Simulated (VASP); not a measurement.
# BaTiO3 (Cmmm) in VASP: a series of runs, part 2 of 2

VASP 6.6.1.

## (4) Single point, PBE (strain +0.1125 x Voigt [0, 0, 0, 1, 0, 0])

Input file INCAR:

```
SYSTEM = BaTiO3
ALGO     = Normal         ! electronic algorithm
EDIFF    = 1E-6           ! SCF threshold, eV
ENCUT    = 520            ! plane-wave cutoff, eV
GGA      = PE             ! functional
ISIF     = 2              ! what is computed and relaxed
ISMEAR   = 0              ! smearing method
LASPH    = .TRUE.         ! aspherical terms in the spheres
LCHARG   = .FALSE.        ! write CHGCAR
LREAL    = .FALSE.        ! projectors in reciprocal space
LWAVE    = .FALSE.        ! write WAVECAR
NBANDS   = 28             ! bands
NELM     = 60             ! most SCF steps
PREC     = Accurate       ! precision mode
SIGMA    = 0.05           ! smearing width, eV
```

Input file KPOINTS:

```
k-points
0
G
  8 8 8
  0 0 0
```

Input file POSCAR:

```
BaTiO3
1.0
    4.0192318613      0.0000000000      0.0000000000
    0.0000000000      4.0192318613      0.2260817922
    0.0000000000      0.2260845743      4.0192813205
Ba Ti O
1 1 3
Direct
    0.0000000000      0.0000000000      0.0000000000
    0.5000000000      0.5000000000      0.5000000000
    0.5000000000      0.5000000000      0.0000000000
    0.5000000000      0.0000000000      0.5000000000
    0.0000000000      0.5000000000      0.5000000000
```

Potentials or basis: VASP PAW PBE potentials, release 64 (Ba_sv, Ti_sv, O).

Started as:

```sh
$ cat potpaw_PBE.64/Ba_sv/POTCAR potpaw_PBE.64/Ti_sv/POTCAR potpaw_PBE.64/O/POTCAR > POTCAR
$ mpirun -np 1 vasp_std > vasp.out
```

OUTCAR:

```text
SYSTEM = BaTiO3
   EDIFF = 1E-6
   ENCUT = 520
   GGA = PE
   ISIF = 2
   ISMEAR = 0
   LASPH = .TRUE.
   LREAL = .FALSE.
   NELM = 60
   PREC = Accurate

 ion  position               nearest neighbor table
   1  0.000  0.000  0.000-   5 2.68   5 2.68   3 2.84   3 2.84   3 2.84   3 2.84   4 2.84   4 2.84
                             4 2.84   4 2.84   5 3.00   5 3.00   2 3.35   2 3.35   2 3.35   2 3.35
   2  0.500  0.500  0.500-   5 2.01   5 2.01   4 2.01   4 2.01   3 2.01   3 2.01   1 3.35   1 3.35
                             1 3.35   1 3.35   1 3.61   1 3.61   1 3.61   1 3.61
   3  0.500  0.500  0.000-   2 2.01   2 2.01   1 2.84   1 2.84   1 2.84   1 2.84
   4  0.500  0.000  0.500-   2 2.01   2 2.01   1 2.84   1 2.84   1 2.84   1 2.84
   5  0.000  0.500  0.500-   2 2.01   2 2.01   1 2.68   1 2.68   1 3.00   1 3.00

  LATTYP: Found a simple monoclinic cell.
 ALAT       =     4.0255853899
 B/A-ratio  =     0.9984217131
 C/A-ratio  =     1.0000123056
 COS(beta)  =    -0.1121451657

  Lattice vectors:

 A1 = (   0.0000000000,   4.0192318613,   0.2260817922)
 A2 = (   4.0192318613,   0.0000000000,   0.0000000000)
 A3 = (   0.0000000000,  -0.2260845743,  -4.0192813205)

Analysis of symmetry for initial positions (statically):
[... 176 lines left out ...]
  free energy    TOTEN  =       -39.65942421 eV

  energy without entropy =      -39.65942421  energy(sigma->0) =      -39.65942421

 E-fermi :   4.2404     XC(G=0): -11.2067

 val. band max:        4.0293220707   @ k =   0.0000   0.0000   0.0000
 cond. band min:       5.2521903268   @ k =   0.0000   0.0000   0.0000
 fundamental gap:      1.2228682561
 Fermi energy:         4.2404180572

 k-point     1 :       0.0000    0.0000    0.0000
  band No.  band energies     occupation
      1     -52.9352      2.00000
      2     -29.1866      2.00000
      3     -29.1485      2.00000
      4     -29.0881      2.00000
      5     -21.0759      2.00000
      6     -13.1016      2.00000
[... 733 lines left out ...]
     27      11.8058      0.00000
     28      13.3663      0.00000

 [... further k-points ...]
[... 5 lines left out ...]
  --------------------------------------------------------------------------------------
  -------------------------------------------------------------------------------------
  Total        0.9558365      1.3314817      1.3305648      0.0000000     -5.7236185      0.0000000
  in kB       23.6611565     32.9600283     32.9373318      0.0000000   -141.6847302      0.0000000
  external PRESSURE =      29.8528388 kB  Pullay stress =       0.0000000 kB

 VOLUME and BASIS-vectors are now :
 -----------------------------------------------------------------------------
  energy-cutoff  :      520.00
  volume of cell :       64.72
      direct lattice vectors                 reciprocal lattice vectors
     4.019231861  0.000000000  0.000000000     0.248803760  0.000000000  0.000000000
     0.000000000  4.019231861  0.226081792     0.000000000  0.249593490 -0.014039634
     0.000000000  0.226084574  4.019281321     0.000000000 -0.014039461  0.249590418

 POSITION                                       TOTAL-FORCE (eV/Angst)
 -----------------------------------------------------------------------------------
      0.00000      0.00000      0.00000         0.000000     -0.000000      0.000000
      2.00962      2.12266      2.12268         0.000000      0.000000      0.000000
      2.00962      2.00962      0.11304         0.000000      0.000000      0.000000
      2.00962      0.11304      2.00964         0.000000     -0.000000      0.000000
      0.00000      2.12266      2.12268         0.000000     -0.000000      0.000000
 -----------------------------------------------------------------------------------
    total drift:                                0.000000      0.000000     -0.000000

  FREE ENERGIE OF THE ION-ELECTRON SYSTEM (eV)
  ---------------------------------------------------
  free  energy   TOTEN  =       -39.6594242144 eV

  energy  without entropy=      -39.6594242144  energy(sigma->0) =      -39.65942421
```

Run time: 5.3 min. Hardware: 1 thread of Intel Xeon Platinum 8375C at 2.90GHz (Ice Lake), shared host; peak memory 0.4 GiB.

What came out:

| Item | Value |
| --- | --- |
| Free energy | -39.6594 eV |
| Pressure | 3.0 GPa |
| Band gap on the k mesh | 1.22 eV, direct |

Caveat: the cell differs from its parent crystal (strain +0.1125 x Voigt [0, 0, 0, 1, 0, 0]); spin-orbit coupling is left out, which moves the levels of the heavy elements. A k mesh can miss the band edges.

## (5) The runs side by side

```tsv
cell	gap on the mesh (eV)	pressure (GPa)
a = 4.019, b = 4.031, c = 4.031 Å, angles 98.6, 90.0, 90.0°, 5 atoms	0.94	4.0
a = 4.019, b = 4.028, c = 4.028 Å, angles 82.5, 90.0, 90.0°, 5 atoms	1.08	3.5
a = 4.019, b = 4.026, c = 4.026 Å, angles 83.6, 90.0, 90.0°, 5 atoms	1.22	3.0
```

Alike in all rows: task single point; level PBE; potentials or basis VASP PAW PBE potentials, release 64 (Ba_sv, Ti_sv, O); no spin polarisation; k mesh 8 × 8 × 8; cutoff (eV) 520; smearing gaussian 0.05 eV.

Caveats: spin-orbit coupling is left out, which moves the levels of the heavy elements.

Total energies depend on the potentials used, so only differences within one code and one set of settings carry meaning.
